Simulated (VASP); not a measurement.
# Fe (Im-3m) in VASP: notebook, part 2 of 2

VASP 6.6.1. Earlier steps stand in the parts before.

## (6) Single point, PBE

The input, INCAR:

```
SYSTEM = Fe
PREC     = Accurate       ! precision mode
ENCUT    = 600            ! plane-wave cutoff, eV
EDIFF    = 1E-6           ! SCF threshold, eV
ISMEAR   = 1              ! smearing method
SIGMA    = 0.03           ! smearing width, eV
LREAL    = .False.        ! projectors in reciprocal space
LASPH    = .True.         ! aspherical terms in the spheres
NELM     = 120            ! most SCF steps
ALGO     = Normal         ! electronic algorithm
ISIF     = 2              ! what is computed and relaxed
LWAVE    = .False.        ! write WAVECAR
LCHARG   = .False.        ! write CHGCAR
GGA      = PE             ! functional
NBANDS   = 10             ! bands
GGA_COMPAT= .False.
```

The input, KPOINTS:

```
regular mesh
0
Gamma
  16 16 16
  0 0 0
```

The input, POSCAR:

```
Fe
1.0
   -1.3807996972      1.3807996972      1.3807996972
    1.3807996972     -1.3807996972      1.3807996972
    1.3807996972      1.3807996972     -1.3807996972
Fe
1
Direct
    0.0000000000      0.0000000000      0.0000000000
```

Potentials or basis: VASP PAW PBE potentials, release 64 (Fe).

The run is started by

```sh
cat potpaw_PBE.64/Fe/POTCAR > POTCAR
mpirun -np 1 vasp_std > vasp.out
```

OUTCAR:

```text
SYSTEM = Fe
   PREC = Accurate
   ENCUT = 600
   EDIFF = 1E-6
   ISMEAR = 1
   LREAL = .False.
   LASPH = .True.
   NELM = 120
   ISIF = 2
   GGA = PE

 ion  position               nearest neighbor table
   1  0.000  0.000  0.000-

  LATTYP: Found a body centered cubic cell.
 ALAT       =     2.7615993944

  Lattice vectors:

 A1 = (  -1.3807996972,   1.3807996972,   1.3807996972)
 A2 = (   1.3807996972,  -1.3807996972,   1.3807996972)
 A3 = (   1.3807996972,   1.3807996972,  -1.3807996972)

Analysis of symmetry for initial positions (statically):
=====================================================================
 Subroutine PRICEL returns:
 Original cell was already a primitive cell.

 Routine SETGRP: Setting up the symmetry group for a
 body centered cubic supercell.

 Subroutine GETGRP returns: Found 48 space group operations
 (whereof 48 operations were pure point group operations)
 out of a pool of 48 trial point group operations.

The static configuration has the point symmetry O_h .

Analysis of symmetry for dynamics (positions and initial velocities):
=====================================================================
 Subroutine PRICEL returns:
 Original cell was already a primitive cell.

 Routine SETGRP: Setting up the symmetry group for a
 body centered cubic supercell.

 Subroutine GETGRP returns: Found 48 space group operations
 (whereof 48 operations were pure point group operations)
 out of a pool of 48 trial point group operations.

The dynamic configuration has the point symmetry O_h .

 Subroutine INISYM returns: Found 48 space group operations
 (whereof 48 operations are pure point group operations),
 and found     1 'primitive' translations

----------------------------------------------------------------------------------------

                                     Primitive cell
[... 112 lines left out ...]
  Thomas-Fermi vector in A             =   2.606139
   LORBIT       =      0    0 simple, 1 ext, 2 COOP (PROOUT), +10 PAW based schemes
   GGA     = PE    functional components
   LHFCALC =     F    Hartree Fock is set to
   AEXX    =    0.0000 exact exchange contribution
   IVDW    =     0    specifies the selected vdW correction
   LEPSILON=     F    determine dielectric tensor
   LRPA    =     F    only Hartree local field effects (RPA)
 non-spin polarized calculation
 Methfessel and Paxton  Order N= 1 SIGMA  =   0.03
  energy-cutoff  :      600.00
  volume of cell :       10.53
 maximum number of plane-waves:       370
   NGX =  9   NGY =  9   NGZ =  9

 number of electron       7.9999995 magnetization

 Free energy of the ion-electron system (eV)
  ---------------------------------------------------
  ext. energy  EPLUGINS =         0.00000000
  ---------------------------------------------------
  free energy    TOTEN  =        -7.76186605 eV

  energy without entropy =       -7.76150346  energy(sigma->0) =       -7.76174519

 E-fermi :   6.6983     XC(G=0): -13.5952

 val. band max:        6.6950473217   @ k =   0.3125   0.1875   0.0625
 cond. band min:       6.6993969756   @ k =   0.1250   0.0625  -0.0000
 fundamental gap:      0.0043496539
 Fermi energy:         6.6983175588

 k-point     1 :       0.0000    0.0000    0.0000
  band No.  band energies     occupation
      1      -2.1796      2.00000
      2       4.9089      2.00000
      3       4.9089      2.00000
      4       4.9089      2.00000
      5       6.6412      2.02154
      6       6.6412      2.02154
      7      32.3106      0.00000
      8      32.3106      0.00000
      9      32.3106      0.00000
     10      38.0643      0.00000
[... 287 lines left out ...]
 k-point    24 :       0.2500    0.1875   -0.0000
  band No.  band energies     occupation
      1       2.2322      2.00000
      2       3.8346      2.00000
      3       4.3116      2.00000
      4       6.3648      2.00000
      5       6.9771     -0.00000
      6       8.5514      0.00000
      7      19.8859      0.00000
      8      22.0161      0.00000
      9      28.3071      0.00000
     10      33.7184      0.00000

 [... further k-points ...]

------------------------ aborting loop because EDIFF is reached ----------------------------------------

  FORCE on cell =-STRESS in cart. coord.  units (eV):
  Direction    XX          YY          ZZ          XY          YZ          ZX
  --------------------------------------------------------------------------------------
  -------------------------------------------------------------------------------------
  Total       -0.1125029     -0.1125029     -0.1125029      0.0000000      0.0000000     -0.0000000
  in kB      -17.1167877    -17.1167877    -17.1167877      0.0000000      0.0000000     -0.0000000
  external PRESSURE =     -17.1167877 kB  Pullay stress =       0.0000000 kB

 VOLUME and BASIS-vectors are now :
 -----------------------------------------------------------------------------
  energy-cutoff  :      600.00
  volume of cell :       10.53
      direct lattice vectors                 reciprocal lattice vectors
    -1.380799697  1.380799697  1.380799697     0.000000000  0.362109002  0.362109002
     1.380799697 -1.380799697  1.380799697     0.362109002  0.000000000  0.362109002
     1.380799697  1.380799697 -1.380799697     0.362109002  0.362109002  0.000000000

 POSITION                                       TOTAL-FORCE (eV/Angst)
 -----------------------------------------------------------------------------------
      0.00000      0.00000      0.00000         0.000000      0.000000      0.000000
 -----------------------------------------------------------------------------------
    total drift:                                0.000000     -0.000000      0.000000

  FREE ENERGIE OF THE ION-ELECTRON SYSTEM (eV)
  ---------------------------------------------------
  free  energy   TOTEN  =        -7.7618660507 eV

  energy  without entropy=       -7.7615034602  energy(sigma->0) =       -7.76174519
```

OSZICAR:

```text
N       E                     dE             d eps       ncg     rms          rms(c)
DAV:   1     0.206201095833E+02    0.20620E+02   -0.48003E+03  3038   0.118E+03
DAV:   2    -0.861928330922E+01   -0.29239E+02   -0.27902E+02  2936   0.143E+02
DAV:   3    -0.922460229512E+01   -0.60532E+00   -0.59661E+00  3186   0.257E+01
DAV:   4    -0.922725406560E+01   -0.26518E-02   -0.26512E-02  3126   0.159E+00
DAV:   5    -0.922727225809E+01   -0.18192E-04   -0.18193E-04  3148   0.129E-01    0.119E+01
DAV:   6    -0.787371468533E+01    0.13536E+01   -0.11589E+01  3130   0.535E+01    0.202E+00
DAV:   7    -0.778000336261E+01    0.93711E-01   -0.62467E-01  3178   0.120E+01    0.930E-01
DAV:   8    -0.776515913794E+01    0.14844E-01   -0.13499E-02  4330   0.115E+00    0.329E-01
DAV:   9    -0.776186152113E+01    0.32976E-02   -0.17458E-03  3528   0.339E-01    0.570E-02
DAV:  10    -0.776187444058E+01   -0.12919E-04   -0.73640E-06  3196   0.249E-02    0.395E-02
DAV:  11    -0.776186609494E+01    0.83456E-05   -0.94498E-07  1852   0.739E-03    0.186E-03
DAV:  12    -0.776186605073E+01    0.44206E-07   -0.36638E-08  1514   0.276E-03
   1 F= -.77618661E+01 E0= -.77617452E+01  d E =-.362590E-03
```

Run time: 13 s. Hardware: 1 thread of Intel Xeon Platinum 8375C at 2.90GHz (Ice Lake), shared host; peak memory 0.14 GiB.

Results:

```yaml
Free_energy: -7.7619 eV
Pressure: -1.7 GPa
Band_gap_on_the_k_mesh: zero (bands 4 and 5 overlap by 2.03 eV)
```

Caveat: the run has no spin polarisation, though such a crystal can be magnetic. Spin polarisation is off, so any magnetic state and its effect on volume and gap are missing.

## (7) Summary

| smearing | gap on the mesh (eV) | pressure (GPa) |
| --- | --- | --- |
| gaussian 0.2 eV | none | -0.9 |
| gaussian 0.3 eV | none | 0.0 |
| gaussian 0.6 eV | none | 3.3 |
| gaussian 1 eV | none | 8.2 |
| methfessel-paxton 0.03 eV | none | -1.7 |

Alike in all rows: task single point; level PBE; potentials or basis VASP PAW PBE potentials, release 64 (Fe); no spin polarisation; cell as given; k mesh 16 × 16 × 16; cutoff (eV) 600.

Caveats: the run has no spin polarisation, though such a crystal can be magnetic; so wide a smearing shifts energies and pressures (at least some runs); the cell stands under pressure (at least some runs).

Total energies depend on the potentials used, so only differences within one code and one set of settings carry meaning.
